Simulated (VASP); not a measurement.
# Fe in VASP: a series of runs, part 2 of 2

VASP 6.6.1.

### Step 3. Single point, PBE, collinear spin, ferromagnetic start (volume 10.443 Å^3 an atom, c/a of the conventional cell 1.0000)

The input, INCAR:

```
  PREC = Accurate
  ENCUT = 520
  EDIFF = 1E-6
  ISMEAR = 0
  SIGMA = 0.15
  LREAL = F
  LASPH = T
  NELM = 150
  ALGO = Fast
  ISIF = 2
  LWAVE = F
  LCHARG = T
  ISPIN = 2
  MAGMOM = 2.44
  LORBIT = 11
  LMAXMIX = 4
  GGA = PE
  LELF = T
  LVHAR = T
  NBANDS = 14
```

The input, KPOINTS:

```
regular mesh
0
Gamma
  12 12 12
```

The input, POSCAR:

```
Fe
1.0
   -1.3769613881      1.3769613881      1.3769613881
    1.3769613881     -1.3769613881      1.3769613881
    1.3769613881      1.3769613881     -1.3769613881
Fe
1
Direct
    0.0000000000      0.0000000000      0.0000000000
```

Potentials or basis: VASP PAW PBE potentials, release 64 (Fe).

On the command line:

```
> cat potpaw_PBE.64/Fe/POTCAR > POTCAR
> mpirun -np 1 vasp_std > vasp.out
```

OUTCAR:

```text
PREC = Accurate
   ENCUT = 520
   EDIFF = 1E-6
   ISMEAR = 0
   LREAL = F
   LASPH = T
   NELM = 150
   ISIF = 2
   ISPIN = 2
   LORBIT = 11
   GGA = PE

 ion  position               nearest neighbor table
   1  0.000  0.000  0.000-

  LATTYP: Found a body centered cubic cell.
 ALAT       =     2.7539227762

  Lattice vectors:

 A1 = (  -1.3769613881,   1.3769613881,   1.3769613881)
 A2 = (   1.3769613881,  -1.3769613881,   1.3769613881)
 A3 = (   1.3769613881,   1.3769613881,  -1.3769613881)

Analysis of symmetry for initial positions (statically):
=====================================================================
 Subroutine PRICEL returns:
 Original cell was already a primitive cell.

 Routine SETGRP: Setting up the symmetry group for a
 body centered cubic supercell.

 Subroutine GETGRP returns: Found 48 space group operations
 (whereof 48 operations were pure point group operations)
 out of a pool of 48 trial point group operations.

The static configuration has the point symmetry O_h .

Analysis of symmetry for dynamics (positions and initial velocities):
=====================================================================
 Subroutine PRICEL returns:
 Original cell was already a primitive cell.

 Routine SETGRP: Setting up the symmetry group for a
 body centered cubic supercell.

 Subroutine GETGRP returns: Found 48 space group operations
 (whereof 48 operations were pure point group operations)
 out of a pool of 48 trial point group operations.

The dynamic configuration has the point symmetry O_h .

Analysis of structural, dynamic, and magnetic symmetry:
=====================================================================
 Subroutine PRICEL returns:
 Original cell was already a primitive cell.

 Routine SETGRP: Setting up the symmetry group for a
 body centered cubic supercell.

 Subroutine GETGRP returns: Found 48 space group operations
 (whereof 48 operations were pure point group operations)
 out of a pool of 48 trial point group operations.

The overall configuration has the point symmetry O_h .

 Subroutine INISYM returns: Found 48 space group operations
 (whereof 48 operations are pure point group operations),
[... 155 lines left out ...]
      1      -2.2085      1.00000
      2       4.2848      1.00000
      3       4.2848      1.00000
      4       4.2848      1.00000
      5       5.6490      1.00000
      6       5.6490      1.00000
      7      32.5763      0.00000
      8      32.5763      0.00000
      9      32.5763      0.00000
     10      38.2267      0.00000
     11      38.2267      0.00000
     12      41.0654      0.00000
     13      41.0654      0.00000
     14      41.0654      0.00000
[... 379 lines left out ...]
      3       5.3420      1.00000
      4       5.7915      1.00000
      5       5.8854      1.00000
      6       9.7616      0.00000
      7      14.9715      0.00000
      8      23.3367      0.00000
      9      25.1464      0.00000
     10      34.6671      0.00000
     11      39.5536      0.00000
     12      43.3535      0.00000
     13      47.4670      0.00000
     14      49.7986      0.00000

 [... further k-points ...]

 spin component 2

 k-point     1 :       0.0000    0.0000    0.0000
  band No.  band energies     occupation
      1      -2.0233      1.00000
      2       5.9950      1.00000
      3       5.9952      1.00000
      4       5.9952      1.00000
      5       8.2815      0.00000
      6       8.2817      0.00000
      7      32.3761      0.00000
      8      32.3761      0.00000
      9      32.3761      0.00000
     10      38.4825      0.00000
     11      38.4825      0.00000
     12      41.6798      0.00000
     13      41.6798      0.00000
     14      41.6799      0.00000
[... 379 lines left out ...]
      3       6.2720      0.99998
      4       8.2335      0.00000
      5       8.5873      0.00000
      6      10.9645      0.00000
      7      16.1806      0.00000
      8      23.7173      0.00000
      9      25.7468      0.00000
     10      34.8611      0.00000
     11      40.1530      0.00000
     12      43.4304      0.00000
     13      47.5201      0.00000
     14      50.7050      0.00000

 [... further k-points ...]
[... 5 lines left out ...]
  --------------------------------------------------------------------------------------
  -------------------------------------------------------------------------------------
  Total        1.2321955      1.2321955      1.2321955      0.0000000      0.0000000      0.0000000
  in kB      189.0448875    189.0448875    189.0448875      0.0000000      0.0000000      0.0000000
  external PRESSURE =     189.0448875 kB  Pullay stress =       0.0000000 kB

 VOLUME and BASIS-vectors are now :
 -----------------------------------------------------------------------------
  energy-cutoff  :      520.00
  volume of cell :       10.44
      direct lattice vectors                 reciprocal lattice vectors
    -1.376961388  1.376961388  1.376961388     0.000000000  0.363118388  0.363118388
     1.376961388 -1.376961388  1.376961388     0.363118388  0.000000000  0.363118388
     1.376961388  1.376961388 -1.376961388     0.363118388  0.363118388  0.000000000

 POSITION                                       TOTAL-FORCE (eV/Angst)
 -----------------------------------------------------------------------------------
      0.00000      0.00000      0.00000         0.000000     -0.000000      0.000000
 -----------------------------------------------------------------------------------
    total drift:                                0.000000      0.000000      0.000000

  FREE ENERGIE OF THE ION-ELECTRON SYSTEM (eV)
  ---------------------------------------------------
  free  energy   TOTEN  =        -8.2010023363 eV

  energy  without entropy=       -8.1916608507  energy(sigma->0) =       -8.19633159

 total charge

# of ion       s       p       d       tot
------------------------------------------
    1        0.526   0.624   6.308   7.457

 magnetization (x)

# of ion       s       p       d       tot
------------------------------------------
    1       -0.012  -0.055   2.068   2.001
```

OSZICAR:

```text
N       E                     dE             d eps       ncg     rms          rms(c)
DAV:   1     0.225280966319E+02    0.22528E+02   -0.38369E+03  4406   0.710E+02
DAV:   2    -0.820904940467E+01   -0.30737E+02   -0.28356E+02  4398   0.133E+02
DAV:   3    -0.916832217867E+01   -0.95927E+00   -0.95218E+00  4884   0.239E+01
DAV:   4    -0.917137892202E+01   -0.30567E-02   -0.30565E-02  4770   0.123E+00
DAV:   5    -0.917139177533E+01   -0.12853E-04   -0.12853E-04  4914   0.817E-02    0.125E+01
RMM:   6    -0.824616597122E+01    0.92523E+00   -0.12250E+00  5110   0.119E+01    0.493E+00
RMM:   7    -0.822241493873E+01    0.23751E-01   -0.36464E-02  5196   0.197E+00    0.344E+00
RMM:   8    -0.820937041706E+01    0.13045E-01   -0.70423E-03  5124   0.616E-01    0.144E+00
RMM:   9    -0.820123862951E+01    0.81318E-02   -0.15385E-03  5060   0.279E-01    0.278E-01
RMM:  10    -0.820097385312E+01    0.26478E-03   -0.41897E-04  5034   0.194E-01    0.777E-02
RMM:  11    -0.820100171648E+01   -0.27863E-04   -0.65615E-05  5341   0.573E-02    0.403E-02
RMM:  12    -0.820100176223E+01   -0.45749E-07   -0.10208E-05  5414   0.235E-02    0.122E-02
RMM:  13    -0.820100233632E+01   -0.57410E-06   -0.23382E-06  4728   0.949E-03
   1 F= -.82010023E+01 E0= -.81963316E+01  d E =-.934149E-02  mag=     2.0194
```

stdout:

```text
POSCAR found type information on POSCAR Fe
 POSCAR found :  1 types and       1 ions
 scaLAPACK will be used
 LDA part: xc-table for (Slater+PW92), standard interpolation
 POSCAR, INCAR and KPOINTS ok, starting setup
 FFT: planning ... GRIDC
 FFT: planning ... GRID_SOFT
 FFT: planning ... GRID
 WAVECAR not read
 entering main loop
```

Wall time 25 s (1 thread of Intel Xeon Platinum 8259CL at 2.50GHz (Skylake/Cascade Lake), shared host); peak memory 0.13 GiB.

What came out:

```
Free energy                                           : -8.2010 eV
Pressure                                              : 18.9 GPa
Band gap on the k mesh                                : zero (filled and empty bands overlap)
Net moment                                            : 2.02 μB per cell
Site moments                                          : Fe +2.00 μB
Valence electrons inside the program's atomic spheres : Fe 7.46
```

Levels at points of the mesh, in eV from the Fermi level:
Spin up:
```csv
k point,band 2,band 3,band 4,band 5,band 6,band 7,band 8,band 9
"(0.00, 0.00, 0.00)",-2.43,-2.43,-2.43,-1.06,-1.06,25.86,25.86,25.86
"(0.50, 0.00, 0.00)",-3.67,-0.97,-0.84,0.52,0.63,8.19,19.10,21.63
"(0.50, 0.50, 0.50)",-5.35,0.32,0.32,0.32,10.58,10.58,10.58,16.57
```
Spin down:
```tsv
k point	band 1	band 2	band 3	band 4	band 5	band 6	band 7	band 8
(0.00, 0.00, 0.00)	-8.74	-0.72	-0.72	-0.72	1.57	1.57	25.66	25.66
(0.50, 0.00, 0.00)	-4.18	-2.14	0.66	1.41	1.86	2.63	9.46	19.18
(0.50, 0.50, 0.50)	-3.63	-3.63	2.29	2.29	2.29	10.85	10.85	10.85
```

### Step 4. Single point, PBE, collinear spin, ferromagnetic start (volume 10.746 Å^3 an atom, c/a of the conventional cell 1.0000)

The input, INCAR:

```
  ALGO = Normal
  EDIFF = 1E-7
  ENCUT = 520
  GGA = PE
  ISIF = 2
  ISMEAR = 0
  ISPIN = 2
  LASPH = True
  LCHARG = False
  LMAXMIX = 4
  LORBIT = 11
  LREAL = False
  LWAVE = False
  MAGMOM = 2.44
  NBANDS = 14
  NELM = 150
  PREC = Accurate
  SIGMA = 0.15
```

The input, KPOINTS:

```
k-points
0
Gamma
  12 12 12
```

The input, POSCAR:

```
Fe
1.0
   -1.3901519769      1.3901519769      1.3901519769
    1.3901519769     -1.3901519769      1.3901519769
    1.3901519769      1.3901519769     -1.3901519769
Fe
1
Direct
    0.0000000000      0.0000000000      0.0000000000
```

Potentials or basis: VASP PAW PBE potentials, release 64 (Fe).

On the command line:

```
> cat potpaw_PBE.64/Fe/POTCAR > POTCAR
> mpirun -np 1 vasp_std > vasp.out
```

OUTCAR:

```text
EDIFF = 1E-7
   ENCUT = 520
   GGA = PE
   ISIF = 2
   ISMEAR = 0
   ISPIN = 2
   LASPH = True
   LORBIT = 11
   LREAL = False
   NELM = 150
   PREC = Accurate

 ion  position               nearest neighbor table
   1  0.000  0.000  0.000-

  LATTYP: Found a body centered cubic cell.
 ALAT       =     2.7803039538

  Lattice vectors:

 A1 = (  -1.3901519769,   1.3901519769,   1.3901519769)
 A2 = (   1.3901519769,  -1.3901519769,   1.3901519769)
[... 1025 lines left out ...]
  -------------------------------------------------------------------------------------
  Total        0.7544960      0.7544960      0.7544960     -0.0000000     -0.0000000      0.0000000
  in kB      112.4917502    112.4917502    112.4917502     -0.0000000     -0.0000000      0.0000000
  external PRESSURE =     112.4917502 kB  Pullay stress =       0.0000000 kB

 VOLUME and BASIS-vectors are now :
 -----------------------------------------------------------------------------
  energy-cutoff  :      520.00
  volume of cell :       10.75
      direct lattice vectors                 reciprocal lattice vectors
    -1.390151977  1.390151977  1.390151977     0.000000000  0.359672905  0.359672905
     1.390151977 -1.390151977  1.390151977     0.359672905  0.000000000  0.359672905
     1.390151977  1.390151977 -1.390151977     0.359672905  0.359672905  0.000000000

 POSITION                                       TOTAL-FORCE (eV/Angst)
 -----------------------------------------------------------------------------------
      0.00000      0.00000      0.00000        -0.000000     -0.000000      0.000000
 -----------------------------------------------------------------------------------
    total drift:                                0.000000      0.000000      0.000000

  FREE ENERGIE OF THE ION-ELECTRON SYSTEM (eV)
  ---------------------------------------------------
  free  energy   TOTEN  =        -8.2290933132 eV

  energy  without entropy=       -8.2196645883  energy(sigma->0) =       -8.22437895

 total charge

# of ion       s       p       d       tot
------------------------------------------
    1        0.512   0.595   6.282   7.389

 magnetization (x)

# of ion       s       p       d       tot
------------------------------------------
    1       -0.012  -0.056   2.124   2.056
```

stdout:

```text
POSCAR found type information on POSCAR Fe
 POSCAR found :  1 types and       1 ions
 scaLAPACK will be used
 LDA part: xc-table for (Slater+PW92), standard interpolation
 POSCAR, INCAR and KPOINTS ok, starting setup
 FFT: planning ... GRIDC
 FFT: planning ... GRID_SOFT
 FFT: planning ... GRID
 WAVECAR not read
 entering main loop
```

Run time: 35 s. Hardware: 1 thread of Intel Xeon Platinum 8259CL at 2.50GHz (Skylake/Cascade Lake), shared host; peak memory 0.13 GiB.

Results:

* Free energy: -8.2291 eV
* Pressure: 11.2 GPa
* Net moment: 2.07 μB per cell
* Site moments: Fe +2.06 μB
* Valence electrons inside the program's atomic spheres: Fe 7.39

Levels at points of the mesh, in eV from the Fermi level:
Spin up:
```csv
k point,band 2,band 3,band 4,band 5,band 6,band 7,band 8,band 9
"(0.00, 0.00, 0.00)",-2.38,-2.38,-2.38,-1.08,-1.08,25.58,25.58,25.58
"(0.50, 0.00, 0.00)",-3.56,-0.99,-0.87,0.52,0.55,7.90,18.85,21.14
"(0.50, 0.50, 0.50)",-5.18,0.25,0.25,0.25,10.36,10.36,10.36,16.24
```
Spin down:
```
           k point  band 1  band 2  band 3  band 4  band 5  band 6  band 7
(0.00, 0.00, 0.00)   -8.58   -0.62   -0.62   -0.62    1.59    1.59   25.36
(0.50, 0.00, 0.00)   -4.00   -1.99    0.64    1.44    1.87    2.60    9.20
(0.50, 0.50, 0.50)   -3.42   -3.42    2.28    2.28    2.28   10.62   10.62
```

### Step 5. Single point, PBE, collinear spin, ferromagnetic start (volume 11.049 Å^3 an atom, c/a of the conventional cell 1.0000)

The input, INCAR:

```
SYSTEM = Fe
PREC     = Accurate       ! precision mode
ENCUT    = 520            ! plane-wave cutoff, eV
EDIFF    = 1E-6           ! SCF threshold, eV
ISMEAR   = 0              ! smearing method
SIGMA    = 0.15           ! smearing width, eV
LREAL    = .FALSE.        ! projectors in reciprocal space
LASPH    = .TRUE.         ! aspherical terms in the spheres
NELM     = 150            ! most SCF steps
ALGO     = Fast           ! electronic algorithm
ISIF     = 2              ! what is computed and relaxed
LWAVE    = .FALSE.        ! write WAVECAR
LCHARG   = .TRUE.         ! write CHGCAR
ISPIN    = 2              ! spin polarisation
MAGMOM   = 2.44           ! initial moments
LORBIT   = 11             ! projections on sites
LMAXMIX  = 4              ! l up to which the mixer works
GGA      = PE             ! functional
LELF     = .TRUE.         ! ELF
LVHAR    = .TRUE.       
NBANDS   = 14             ! bands
```

The input, KPOINTS:

```
regular mesh
0
G
  12 12 12
  0 0 0
```

The input, POSCAR:

```
Fe
1.0
   -1.4030968859      1.4030968859      1.4030968859
    1.4030968859     -1.4030968859      1.4030968859
    1.4030968859      1.4030968859     -1.4030968859
Fe
1
Direct
    0.0000000000      0.0000000000      0.0000000000
```

On the command line:

```
> cat potpaw_PBE.64/Fe/POTCAR > POTCAR
> mpirun -np 1 vasp_std > vasp.out
```

Wall time 39 s (1 thread of Intel Xeon Platinum 8259CL at 2.50GHz (Skylake/Cascade Lake), shared host); peak memory 0.13 GiB.

The run converged. Its results:

| Quantity | Value |
| --- | --- |
| Free energy | -8.2443 eV |
| Pressure | 5.1 GPa |
| Net moment | 2.13 μB per cell |
| Site moments | Fe +2.12 μB |
| Valence electrons inside the program's atomic spheres | Fe 7.33 |

Levels at points of the mesh, in eV from the Fermi level:
Spin up:
| k point | band 1 | band 2 | band 3 | band 4 | band 5 | band 6 | band 7 | band 8 | band 9 | band 10 |
| --- | --- | --- | --- | --- | --- | --- | --- | --- | --- | --- |
| (0.00, 0.00, 0.00) | -8.60 | -2.35 | -2.35 | -2.35 | -1.10 | -1.10 | 25.29 | 25.29 | 25.29 | 30.56 |
| (0.50, 0.00, 0.00) | -5.07 | -3.48 | -1.02 | -0.89 | 0.46 | 0.51 | 7.61 | 18.60 | 20.67 | 23.91 |
| (0.50, 0.50, 0.50) | -5.02 | -5.02 | 0.17 | 0.17 | 0.17 | 10.14 | 10.14 | 10.14 | 15.93 | 15.93 |
Spin down:
| k point | band 1 | band 2 | band 3 | band 4 | band 5 | band 6 | band 7 | band 8 |
| --- | --- | --- | --- | --- | --- | --- | --- | --- |
| (0.00, 0.00, 0.00) | -8.43 | -0.51 | -0.51 | -0.51 | 1.62 | 1.62 | 25.06 | 25.06 |
| (0.50, 0.00, 0.00) | -3.83 | -1.84 | 0.63 | 1.47 | 1.89 | 2.59 | 8.95 | 18.66 |
| (0.50, 0.50, 0.50) | -3.23 | -3.23 | 2.28 | 2.28 | 2.28 | 10.40 | 10.40 | 10.40 |

### Step 6. Single point, PBE, collinear spin, ferromagnetic start (volume 11.654 Å^3 an atom, c/a of the conventional cell 1.0000)

The input, INCAR:

```
SYSTEM = Fe
PREC = Accurate ; ENCUT = 520
EDIFF = 1E-6 ; ISMEAR = 0
SIGMA = 0.15 ; LREAL = .FALSE.
LASPH = .TRUE. ; NELM = 150
ALGO = Normal ; ISIF = 2
LWAVE = .FALSE. ; LCHARG = .FALSE.
ISPIN = 2 ; MAGMOM = 2.44
LORBIT = 11 ; LMAXMIX = 4
GGA = PE ; NBANDS = 14
```

The input, KPOINTS:

```
Automatic mesh
0
G
  12 12 12
  0 0 0
```

The input, POSCAR:

```
Fe
1.0
   -1.4282525479      1.4282525479      1.4282525479
    1.4282525479     -1.4282525479      1.4282525479
    1.4282525479      1.4282525479     -1.4282525479
Fe
1
Direct
    0.0000000000      0.0000000000      0.0000000000
```

Potentials or basis: VASP PAW PBE potentials, release 64 (Fe).

On the command line:

```
> cat potpaw_PBE.64/Fe/POTCAR > POTCAR
> mpirun -np 1 vasp_std > vasp.out
```

It took 38 s on 1 thread of Intel Xeon Platinum 8259CL at 2.50GHz (Skylake/Cascade Lake), shared host; peak memory 0.13 GiB.

The run converged. Its results:

```yaml
Free_energy: -8.2455 eV
Pressure: -4.1 GPa
Net_moment: 2.26 μB per cell
Site_moments: Fe +2.27 μB
Valence_electrons_inside_the_program's_atomic_spheres: Fe 7.22
```

Levels at points of the mesh, in eV from the Fermi level:
Spin up:
```
           k point  band 3  band 4  band 5  band 6  band 7  band 8
(0.00, 0.00, 0.00)   -2.28   -2.28   -1.11   -1.11   24.76   24.76
(0.50, 0.00, 0.00)   -1.05   -0.93    0.30    0.52    7.11   18.14
(0.50, 0.50, 0.50)    0.04    0.04    0.04    9.74    9.74    9.74
```
Spin down:
```csv
k point,band 1,band 2,band 3,band 4,band 5,band 6
"(0.00, 0.00, 0.00)",-8.13,-0.29,-0.28,-0.28,1.69,1.69
"(0.50, 0.00, 0.00)",-3.48,-1.53,0.62,1.55,1.94,2.62
"(0.50, 0.50, 0.50)",-2.85,-2.85,2.32,2.32,2.32,10.02
```

### Step 7. Summary

| cell | gap on the mesh (eV) | pressure (GPa) | moment (μB) |
| --- | --- | --- | --- |
| a = 2.411 Å, angles 107.5, 107.5, 113.5°, 1 atom | none | 12.1 | 2.10 |
| a = 2.385 Å, angles 109.5°, 1 atom | none | 18.9 | 2.02 |
| a = 2.408 Å, angles 109.5°, 1 atom | none | 11.2 | 2.07 |
| a = 2.430 Å, angles 109.5°, 1 atom | none | 5.1 | 2.13 |
| a = 2.474 Å, angles 109.5°, 1 atom | none | -4.1 | 2.26 |

Alike in all rows: task single point; level PBE; potentials or basis VASP PAW PBE potentials, release 64 (Fe); spin collinear, ferromagnetic start; k mesh 12 × 12 × 12; cutoff (eV) 520; smearing gaussian 0.15 eV.

Absolute energies hang on the potentials; compare differences alone.
